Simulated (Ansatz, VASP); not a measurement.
**C: VASP beside Ansatz**

```xyz
4
Lattice="2.4587 0.0000 0.0000 -1.2294 2.1293 0.0000 0.0000 0.0000 7.2874" Properties=species:S:1:pos:R:3 pbc="T T T"
C     0.0000    0.0000    1.8218
C     0.0000    0.0000    5.4655
C     0.0000    1.4195    1.8218
C     1.2294    0.7098    5.4655
```

Alike in both runs: task single point; functional PBEsol; k mesh 6 × 6 × 2; occupations gaussian, width 0.1 eV; no spin polarisation.

```csv
,VASP,Ansatz
version,VASP 6.6.1,Ansatz 0.2.0
potentials or method,"VASP PAW PBE potentials, release 64 (C), cutoff 600 eV","scalar-relativistic, plane waves, PAW"
valence electrons in the cell,16,16
```

Ansatz gave:

* gap on the k mesh at the Fermi level (eV): none
* pressure (GPa): 0.3
* traceless stress, the component that is largest in VASP (GPa): -0.61

Task: Which values does VASP return?

Result: gap on the k mesh at the Fermi level (eV): none; pressure (GPa): 0.5; traceless stress, the component that is largest in VASP (GPa): -1.19.

VASP's potentials were made for PBE, not for PBEsol, and Ansatz warns of the same on its side. A gap of «none» marks a metal or a gap that the smearing closes.

The k mesh is coarse, so the values compare programs but aren't converged.
